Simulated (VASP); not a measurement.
# LiCl (P6_3/mmc) in VASP: further runs, part 2 of 2

VASP 6.6.1. The steps go on from the part before.

## Step 3: Single point, PBE (15.84 Å³/atom)

This run uses another cell than the first one, of 15.84 Å³/atom.

INCAR reads:

```
PREC = Accurate ; ENCUT = 520
EDIFF = 1E-7 ; ISMEAR = 0
SIGMA = 0.01 ; LREAL = False
LASPH = True ; NELM = 60
ALGO = Normal ; ISIF = 2
LWAVE = False ; LCHARG = True
GGA = PE ; LELF = True
LVHAR = True ; NBANDS = 18
```

KPOINTS reads:

```
Automatic mesh
0
Gamma
  6 6 2
```

POSCAR reads:

```
LiCl
1.0
    3.5143445582      0.0000000000      0.0000000000
   -1.7571722791      3.0435116651      0.0000000000
    0.0000000000      0.0000000000      5.9219592434
Li Cl
2 2
Direct
    0.0000000000      0.0000000000      0.0000000000
    0.0000000000      0.0000000000      0.5000000000
    0.3333333333      0.6666666667      0.2500000000
    0.6666666667      0.3333333333      0.7500000000
```

Potentials or basis: VASP PAW PBE potentials, release 64 (Li_sv, Cl).

Started as:

```sh
> cat potpaw_PBE.64/Li_sv/POTCAR potpaw_PBE.64/Cl/POTCAR > POTCAR
> mpirun -np 1 vasp_std > vasp.out
```

Wall time 37 s (1 thread of AMD EPYC 7R13, shared host); peak memory 0.15 GiB.

The run converged. Its results:

- Free energy: -14.6729 eV
- Band gap on the k mesh: 6.68 eV

Levels at points of the mesh, in eV from the valence-band top:
```tsv
k point	band 6	band 7	band 8	band 9	band 10	band 11	band 12	band 13	band 14	band 15
(0.00, 0.00, 0.00)	-0.23	-0.23	-0.19	0.00	0.00	6.68	6.84	10.37	10.37	11.26
(0.50, 0.00, 0.00)	-2.76	-2.08	-1.18	-0.83	-0.32	7.20	8.20	8.97	9.57	10.19
(0.00, 0.00, 0.50)	-1.86	-0.11	-0.11	-0.11	-0.11	7.41	7.41	10.55	10.55	10.55
(0.50, 0.00, 0.50)	-3.15	-1.01	-1.01	-0.78	-0.78	7.64	7.64	8.66	8.66	11.44
```

Caveat: the k points lie up to 0.53 Å⁻¹ apart; the cutoff is under 1.25 times the usual one of these potentials, so pressure, stress and relaxed cells hold a basis-set (Pulay) error.

## Step 4: Single point, PBE

This run uses another cell than the first one, of 16.67 Å³/atom.

INCAR reads:

```
PREC = Accurate
ENCUT = 520
EDIFF = 1E-7
ISMEAR = 0
SIGMA = 0.01
LREAL = False
LASPH = True
NELM = 80
ALGO = Normal
ISIF = 2
LWAVE = False
LCHARG = False
GGA = PE
NBANDS = 18
```

KPOINTS is that of step 3.

POSCAR reads:

```
LiCl
1.0
    3.5749486155      0.0000000000      0.0000000000
   -1.7874743077      3.0959963182      0.0000000000
    0.0000000000      0.0000000000      6.0240820578
Li Cl
2 2
Direct
    0.0000000000      0.0000000000      0.0000000000
    0.0000000000      0.0000000000      0.5000000000
    0.3333333333      0.6666666667      0.2500000000
    0.6666666667      0.3333333333      0.7500000000
```

Potentials or basis: VASP PAW PBE potentials, release 64 (Li_sv, Cl).

Started as:

```sh
> cat potpaw_PBE.64/Li_sv/POTCAR potpaw_PBE.64/Cl/POTCAR > POTCAR
> mpirun -np 1 vasp_std > vasp.out
```

OUTCAR:

```text
PREC = Accurate
   ENCUT = 520
   EDIFF = 1E-7
   ISMEAR = 0
   LREAL = False
   LASPH = True
   NELM = 80
   ISIF = 2
   GGA = PE

 ion  position               nearest neighbor table
   1  0.000  0.000  0.000-   3 2.56   4 2.56   3 2.56   4 2.56   4 2.56   3 2.56
   2  0.000  0.000  0.500-   3 2.56   4 2.56   3 2.56   4 2.56   4 2.56   3 2.56
   3  0.333  0.667  0.250-   1 2.56   2 2.56   1 2.56   2 2.56   1 2.56   2 2.56
   4  0.667  0.333  0.750-   1 2.56   2 2.56   1 2.56   2 2.56   1 2.56   2 2.56

  LATTYP: Found a hexagonal cell.
[... 484 lines left out ...]
  --------------------------------------------------------------------------------------
  -------------------------------------------------------------------------------------
  Total        0.2643666      0.2643666      0.2740195      0.0000000      0.0000000      0.0000000
  in kB        6.3526655      6.3526655      6.5846225      0.0000000      0.0000000      0.0000000
  external PRESSURE =       6.4299845 kB  Pullay stress =       0.0000000 kB

 VOLUME and BASIS-vectors are now :
 -----------------------------------------------------------------------------
  energy-cutoff  :      520.00
  volume of cell :       66.67
      direct lattice vectors                 reciprocal lattice vectors
     3.574948615  0.000000000  0.000000000     0.279724300  0.161498900  0.000000000
    -1.787474308  3.095996318  0.000000000     0.000000000  0.322997800  0.000000000
     0.000000000  0.000000000  6.024082058     0.000000000  0.000000000  0.166000395

 POSITION                                       TOTAL-FORCE (eV/Angst)
 -----------------------------------------------------------------------------------
      0.00000      0.00000      0.00000        -0.000000      0.000000      0.000000
      0.00000      0.00000      3.01204        -0.000000      0.000000      0.000000
     -0.00000      2.06400      1.50602         0.000000     -0.000000     -0.000000
      1.78747      1.03200      4.51806         0.000000      0.000000      0.000000
 -----------------------------------------------------------------------------------
    total drift:                                0.000000     -0.000000     -0.000000

  FREE ENERGIE OF THE ION-ELECTRON SYSTEM (eV)
  ---------------------------------------------------
  free  energy   TOTEN  =       -14.7082895323 eV

  energy  without entropy=      -14.7082895323  energy(sigma->0) =      -14.70828953
```

It took 31 s on 1 thread of AMD EPYC 7R13, shared host; peak memory 0.15 GiB.

What came out:

- Free energy: -14.7083 eV
- Band gap on the k mesh: 6.37 eV

Caveat: the k points lie up to 0.52 Å⁻¹ apart; the cutoff is under 1.25 times the usual one of these potentials, so pressure, stress and relaxed cells hold a basis-set (Pulay) error.

## Step 5: Single point, PBE (17.50 Å³/atom)

This run uses another cell than the first one, of 17.50 Å³/atom.

INCAR reads:

```
SYSTEM = LiCl
ALGO = Normal
EDIFF = 1E-6
ENCUT = 520
GGA = PE
ISIF = 2
ISMEAR = 0
LASPH = .True.
LCHARG = .False.
LREAL = .False.
LWAVE = .False.
NBANDS = 18
NELM = 80
PREC = Accurate
SIGMA = 0.01
```

KPOINTS reads:

```
k-points
0
Gamma
  6 6 2
  0 0 0
```

POSCAR reads:

```
LiCl
1.0
    3.6335647486      0.0000000000      0.0000000000
   -1.8167823743      3.1467593786      0.0000000000
    0.0000000000      0.0000000000      6.1228550567
Li Cl
2 2
Direct
    0.0000000000      0.0000000000      0.0000000000
    0.0000000000      0.0000000000      0.5000000000
    0.3333333333      0.6666666667      0.2500000000
    0.6666666667      0.3333333333      0.7500000000
```

Started as:

```sh
> cat potpaw_PBE.64/Li_sv/POTCAR potpaw_PBE.64/Cl/POTCAR > POTCAR
> mpirun -np 1 vasp_std > vasp.out
```

Wall time 33 s (1 thread of AMD EPYC 7R13, shared host); peak memory 0.15 GiB.

The run converged. Its results:

```
Free energy            : -14.7070 eV
Band gap on the k mesh : 6.09 eV
```

Levels at points of the mesh, in eV from the valence-band top:
| k point | band 6 | band 7 | band 8 | band 9 | band 10 | band 11 | band 12 | band 13 | band 14 | band 15 |
| --- | --- | --- | --- | --- | --- | --- | --- | --- | --- | --- |
| (0.00, 0.00, 0.00) | -0.19 | -0.19 | -0.16 | 0.00 | 0.00 | 6.09 | 6.70 | 10.25 | 10.25 | 11.20 |
| (0.50, 0.00, 0.00) | -2.36 | -1.77 | -0.99 | -0.70 | -0.27 | 7.07 | 8.23 | 8.75 | 9.52 | 9.90 |
| (0.00, 0.00, 0.50) | -1.62 | -0.10 | -0.10 | -0.10 | -0.10 | 7.01 | 7.01 | 10.46 | 10.46 | 10.46 |
| (0.50, 0.00, 0.50) | -2.71 | -0.86 | -0.86 | -0.66 | -0.66 | 7.46 | 7.46 | 8.72 | 8.72 | 11.17 |

Caveat: the k points lie up to 0.51 Å⁻¹ apart; the cutoff is under 1.25 times the usual one of these potentials, so pressure, stress and relaxed cells hold a basis-set (Pulay) error.

## Step 6: Single point, PBE (18.34 Å³/atom)

This run uses another cell than the first one, of 18.34 Å³/atom.

INCAR reads:

```
SYSTEM = LiCl
PREC     = Accurate       ! precision mode
ENCUT    = 520            ! plane-wave cutoff, eV
EDIFF    = 1E-6           ! SCF threshold, eV
ISMEAR   = 0              ! smearing method
SIGMA    = 0.01           ! smearing width, eV
LREAL    = .FALSE.        ! projectors in reciprocal space
LASPH    = .TRUE.         ! aspherical terms in the spheres
NELM     = 60             ! most SCF steps
ALGO     = Normal         ! electronic algorithm
ISIF     = 2              ! what is computed and relaxed
LWAVE    = .FALSE.        ! write WAVECAR
LCHARG   = .FALSE.        ! write CHGCAR
GGA      = PE             ! functional
NBANDS   = 18             ! bands
```

KPOINTS reads:

```
Automatic mesh
0
G
  6 6 2
  0 0 0
```

POSCAR reads:

```
LiCl
1.0
    3.6903483695      0.0000000000      0.0000000000
   -1.8451741848      3.1959354368      0.0000000000
    0.0000000000      0.0000000000      6.2185401221
Li Cl
2 2
Direct
    0.0000000000      0.0000000000      0.0000000000
    0.0000000000      0.0000000000      0.5000000000
    0.3333333333      0.6666666667      0.2500000000
    0.6666666667      0.3333333333      0.7500000000
```

Potentials or basis: VASP PAW PBE potentials, release 64 (Li_sv, Cl).

Started as:

```sh
> cat potpaw_PBE.64/Li_sv/POTCAR potpaw_PBE.64/Cl/POTCAR > POTCAR
> mpirun -np 1 vasp_std > vasp.out
```

It took 23 s on 1 thread of AMD EPYC 7R13, shared host; peak memory 0.15 GiB.

It converged, with:

- Free energy: -14.6773 eV
- Band gap on the k mesh: 5.85 eV

Levels at points of the mesh, in eV from the valence-band top:
| k point | band 7 | band 8 | band 9 | band 10 | band 11 | band 12 | band 13 | band 14 |
| --- | --- | --- | --- | --- | --- | --- | --- | --- |
| (0.00, 0.00, 0.00) | -0.18 | -0.15 | 0.00 | 0.00 | 5.85 | 6.63 | 10.19 | 10.19 |
| (0.50, 0.00, 0.00) | -1.63 | -0.92 | -0.65 | -0.25 | 7.00 | 8.22 | 8.64 | 9.48 |
| (0.00, 0.00, 0.50) | -0.09 | -0.09 | -0.09 | -0.09 | 6.82 | 6.82 | 10.40 | 10.40 |
| (0.50, 0.00, 0.50) | -0.79 | -0.79 | -0.61 | -0.61 | 7.37 | 7.37 | 8.73 | 8.73 |

Caveat: the k points lie up to 0.51 Å⁻¹ apart; the cutoff is under 1.25 times the usual one of these potentials, so pressure, stress and relaxed cells hold a basis-set (Pulay) error.

## Step 7: Summary

| cell | gap on the mesh (eV) |
| --- | --- |
| a = 3.452, b = 3.452, c = 5.816 Å, angles 90.0, 90.0, 120.0°, 4 atoms | 6.91 |
| a = 3.514, b = 3.514, c = 5.922 Å, angles 90.0, 90.0, 120.0°, 4 atoms | 6.68 |
| a = 3.575, b = 3.575, c = 6.024 Å, angles 90.0, 90.0, 120.0°, 4 atoms | 6.37 |
| a = 3.634, b = 3.634, c = 6.123 Å, angles 90.0, 90.0, 120.0°, 4 atoms | 6.09 |
| a = 3.690, b = 3.690, c = 6.219 Å, angles 90.0, 90.0, 120.0°, 4 atoms | 5.85 |

Alike in all rows: task single point; level PBE; potentials or basis VASP PAW PBE potentials, release 64 (Li_sv, Cl); no spin polarisation; k mesh 6 × 6 × 2; cutoff (eV) 520; smearing gaussian 0.01 eV.

Caveats: all runs use coarse meshes; the cutoff is under 1.25 times the usual one of these potentials, so pressure, stress and relaxed cells hold a basis-set (Pulay) error.

Total energies depend on the potentials used, so only differences within one code and one set of settings carry meaning.
